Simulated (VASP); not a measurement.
# RbRe (Pm-3m) in VASP: single point with PBE

Aim: the single point of RbRe with PBE.

Program: VASP 6.6.1. These are calculated values, not measurements. Logs are shortened: lines on timing, memory, paths and dates and some standing lists are left out, and cuts for length are marked.

## 1. The cell of the first run

Symmetry: Pm-3m, No. 221, cubic system. Conventional cell: a = 4.138 Å, b = 4.138 Å, c = 4.138 Å, α = 90.00°, β = 90.00°, γ = 90.00°. Within 4.7 Å of Rb (site symmetry m-3m) lie 8 Re at 3.58 Å and 6 Rb at 4.14 Å. Re (site symmetry m-3m) has 8 Rb at 3.58 Å and 6 Re at 4.14 Å within 4.7 Å.

## 2. Single point, PBE, collinear spin

INCAR

```
PREC = Accurate ; ENCUT = 520
EDIFF = 1E-7 ; ISMEAR = 0
SIGMA = 0.1 ; LREAL = F
LASPH = T ; NELM = 150
ALGO = Fast ; ISIF = 2
LWAVE = F ; LCHARG = F
ISPIN = 2 ; MAGMOM = 0 2.88
LORBIT = 11 ; LMAXMIX = 4
GGA = PE ; NBANDS = 19
```

KPOINTS

```
regular mesh
0
Gamma
  16 16 16
```

POSCAR

```
RbRe
1.0
    4.1384827544      0.0000000000      0.0000000000
    0.0000000000      4.1384827544      0.0000000000
    0.0000000000      0.0000000000      4.1384827544
Rb Re
1 1
Direct
    0.5000000000      0.5000000000      0.5000000000
    0.0000000000      0.0000000000      0.0000000000
```

Potentials or basis: VASP PAW PBE potentials, release 64 (Rb_sv, Re).

The run is started by

```
$ cat potpaw_PBE.64/Rb_sv/POTCAR potpaw_PBE.64/Re/POTCAR > POTCAR
$ mpirun -np 1 vasp_std > vasp.out
```

OUTCAR:

```text
PREC = Accurate
   ENCUT = 520
   EDIFF = 1E-7
   ISMEAR = 0
   LREAL = F
   LASPH = T
   NELM = 150
   ISIF = 2
   ISPIN = 2
   LORBIT = 11
   GGA = PE

 ion  position               nearest neighbor table
   1  0.500  0.500  0.500-   2 3.58   2 3.58   2 3.58   2 3.58   2 3.58   2 3.58   2 3.58   2 3.58

   2  0.000  0.000  0.000-   1 3.58   1 3.58   1 3.58   1 3.58   1 3.58   1 3.58   1 3.58   1 3.58

  LATTYP: Found a simple cubic cell.
 ALAT       =     4.1384827544

  Lattice vectors:

 A1 = (   4.1384827544,   0.0000000000,   0.0000000000)
 A2 = (   0.0000000000,   4.1384827544,   0.0000000000)
 A3 = (   0.0000000000,   0.0000000000,   4.1384827544)

Analysis of symmetry for initial positions (statically):
=====================================================================
 Subroutine PRICEL returns:
 Original cell was already a primitive cell.

 Routine SETGRP: Setting up the symmetry group for a
 simple cubic supercell.

 Subroutine GETGRP returns: Found 48 space group operations
 (whereof 48 operations were pure point group operations)
 out of a pool of 48 trial point group operations.

The static configuration has the point symmetry O_h .

Analysis of symmetry for dynamics (positions and initial velocities):
=====================================================================
 Subroutine PRICEL returns:
 Original cell was already a primitive cell.

 Routine SETGRP: Setting up the symmetry group for a
 simple cubic supercell.

 Subroutine GETGRP returns: Found 48 space group operations
 (whereof 48 operations were pure point group operations)
 out of a pool of 48 trial point group operations.

The dynamic configuration has the point symmetry O_h .

Analysis of structural, dynamic, and magnetic symmetry:
=====================================================================
 Subroutine PRICEL returns:
 Original cell was already a primitive cell.

 Routine SETGRP: Setting up the symmetry group for a
 simple cubic supercell.

 Subroutine GETGRP returns: Found 48 space group operations
 (whereof 48 operations were pure point group operations)
 out of a pool of 48 trial point group operations.

The overall configuration has the point symmetry O_h .

 Subroutine INISYM returns: Found 48 space group operations
 (whereof 48 operations are pure point group operations),
[... 114 lines left out ...]
   IMIX   =      4    mixing-type and parameters
     AMIX     =   0.40;   BMIX     =  1.00
     AMIX_MAG =   1.60;   BMIX_MAG =  1.00
  volume/ion in A,a.u.               =      35.44       239.16
  Fermi-wavevector in a.u.,A,eV,Ry     =   0.996798  1.883674 13.518824  0.993606
  Thomas-Fermi vector in A             =   2.128910
   LORBIT       =     11    0 simple, 1 ext, 2 COOP (PROOUT), +10 PAW based schemes
   GGA     = PE    functional components
   LHFCALC =     F    Hartree Fock is set to
   AEXX    =    0.0000 exact exchange contribution
   IVDW    =     0    specifies the selected vdW correction
   LEPSILON=     F    determine dielectric tensor
   LRPA    =     F    only Hartree local field effects (RPA)
 spin polarized calculation
 RMM-DIIS sequential band-by-band and
 Gauss-broadening in eV      SIGMA  =   0.10
  energy-cutoff  :      520.00
  volume of cell :       70.88
 maximum number of plane-waves:      1935
 NGX is ok and might be reduce to    32
   NGX = 15   NGY = 15   NGZ = 15

 number of electron      16.0000001 magnetization       4.0330381

 Free energy of the ion-electron system (eV)
  ---------------------------------------------------
  ext. energy  EPLUGINS =         0.00000000
  ---------------------------------------------------
  free energy    TOTEN  =        -7.42859658 eV

  energy without entropy =       -7.41616930  energy(sigma->0) =       -7.42238294

 E-fermi :   1.5582     XC(G=0):  -8.6620

 val. band max:        1.5545060261   @ k =   0.3125   0.2500   0.1875
 cond. band min:       1.5599393300   @ k =   0.4375   0.3750   0.1875
 fundamental gap:      0.0054333039
 Fermi energy:         1.5582447503

 spin component 1

 k-point     1 :       0.0000    0.0000    0.0000
  band No.  band energies     occupation
      1     -25.4696      1.00000
      2      -9.4903      1.00000
      3      -9.4903      1.00000
      4      -9.4903      1.00000
      5      -3.0429      1.00000
      6      -0.6644      1.00000
[... 517 lines left out ...]
     18      11.6046      0.00000
     19      11.9498      0.00000

 [... further k-points ...]

 spin component 2

 k-point     1 :       0.0000    0.0000    0.0000
  band No.  band energies     occupation
      1     -25.4492      1.00000
      2      -9.4776      1.00000
      3      -9.4776      1.00000
      4      -9.4776      1.00000
      5      -2.0392      1.00000
      6       0.9304      1.00000
[... 517 lines left out ...]
     18      11.9745      0.00000
     19      12.4363      0.00000

 [... further k-points ...]

------------------------ aborting loop because EDIFF is reached ----------------------------------------

  FORCE on cell =-STRESS in cart. coord.  units (eV):
  Direction    XX          YY          ZZ          XY          YZ          ZX
  --------------------------------------------------------------------------------------
  -------------------------------------------------------------------------------------
  Total        0.0175897      0.0175897      0.0175897     -0.0000000     -0.0000000      0.0000000
  in kB        0.3975991      0.3975991      0.3975991     -0.0000000     -0.0000000      0.0000000
  external PRESSURE =       0.3975991 kB  Pullay stress =       0.0000000 kB

 VOLUME and BASIS-vectors are now :
 -----------------------------------------------------------------------------
  energy-cutoff  :      520.00
  volume of cell :       70.88
      direct lattice vectors                 reciprocal lattice vectors
     4.138482754  0.000000000  0.000000000     0.241634449  0.000000000  0.000000000
     0.000000000  4.138482754  0.000000000     0.000000000  0.241634449  0.000000000
     0.000000000  0.000000000  4.138482754     0.000000000  0.000000000  0.241634449

 POSITION                                       TOTAL-FORCE (eV/Angst)
 -----------------------------------------------------------------------------------
      2.06924      2.06924      2.06924         0.000000      0.000000      0.000000
      0.00000      0.00000      0.00000         0.000000      0.000000      0.000000
 -----------------------------------------------------------------------------------
    total drift:                                0.000000      0.000000     -0.000000

  FREE ENERGIE OF THE ION-ELECTRON SYSTEM (eV)
  ---------------------------------------------------
  free  energy   TOTEN  =        -7.4285965839 eV

  energy  without entropy=       -7.4161693001  energy(sigma->0) =       -7.42238294

 total charge

# of ion       s       p       d       tot
------------------------------------------
    1        1.963   5.309   0.054   7.325
    2        0.644   0.059   4.617   5.320
--------------------------------------------------
tot          2.607   5.368   4.671  12.645

 magnetization (x)

# of ion       s       p       d       tot
------------------------------------------
    1       -0.005   0.025   0.002   0.022
    2        0.127   0.002   3.390   3.519
--------------------------------------------------
tot          0.121   0.028   3.393   3.541
```

stdout:

```text
POSCAR found type information on POSCAR RbRe
 POSCAR found :  2 types and       2 ions
 scaLAPACK will be used
 LDA part: xc-table for (Slater+PW92), standard interpolation
 POSCAR, INCAR and KPOINTS ok, starting setup
 FFT: planning ... GRIDC
[... 16 lines left out ...]
WARNING in EDDRMM: call to ZHEGV failed, returncode =   8  4     18
WARNING in EDDRMM: call to ZHEGV failed, returncode =   8  4     17
WARNING in EDDRMM: call to ZHEGV failed, returncode =   8  4     17
WARNING in EDDRMM: call to ZHEGV failed, returncode =   8  4     16
WARNING in EDDRMM: call to ZHEGV failed, returncode =   8  4      8
 num prob WARNING in EDDRMM: call to ZHEGV failed, returncode =   8  4     17
WARNING in EDDRMM: call to ZHEGV failed, returncode =   8  4     17
WARNING in EDDRMM: call to ZHEGV failed, returncode =   8  4      7
WARNING in EDDRMM: call to ZHEGV failed, returncode =   8  4     15
WARNING in EDDRMM: call to ZHEGV failed, returncode =   8  4      6
```

It took 6.2 min on 1 thread of Intel Xeon 6975P-C (Granite Rapids), shared host; peak memory 0.46 GiB.

What came out:

```
Free energy                                           : -7.4286 eV
Pressure                                              : 0.0 GPa
Band gap on the k mesh                                : zero (filled and empty bands overlap)
Net moment                                            : 4.03 μB per cell
Site moments                                          : Rb +0.02; Re +3.52 μB
Valence electrons inside the program's atomic spheres : Rb 7.33; Re 5.32
```

Levels at points of the mesh, in eV from the Fermi level:
Spin up:
```
           k point  band 7  band 8  band 9  band 10  band 11  band 12  band 13  band 14
(0.00, 0.00, 0.00)   -2.22   -1.35   -1.35    -1.35     4.87     4.87     5.56     5.56
(0.50, 0.00, 0.00)   -1.50   -1.50   -1.27    -0.62    -0.54     4.14     4.25     4.25
(0.50, 0.50, 0.00)   -1.73   -1.73   -0.69    -0.60     1.75     1.75     4.89     7.52
(0.50, 0.50, 0.50)   -1.75   -0.67   -0.67    -0.13     0.89     0.89     0.89     8.13
```
Spin down:
| k point | band 3 | band 4 | band 5 | band 6 | band 7 | band 8 | band 9 | band 10 |
| --- | --- | --- | --- | --- | --- | --- | --- | --- |
| (0.00, 0.00, 0.00) | -11.04 | -11.04 | -3.60 | -0.63 | -0.63 | 1.22 | 1.22 | 1.22 |
| (0.50, 0.00, 0.00) | -11.01 | -11.01 | -1.53 | -0.20 | -0.10 | 1.00 | 1.00 | 1.37 |
| (0.50, 0.50, 0.00) | -11.36 | -10.96 | -1.58 | -0.31 | 0.64 | 0.64 | 1.48 | 1.50 |
| (0.50, 0.50, 0.50) | -11.32 | -11.32 | 0.55 | 0.55 | 0.55 | 1.46 | 1.46 | 1.46 |

Caveat: spin-orbit coupling is left out, which moves the levels of the heavy elements.
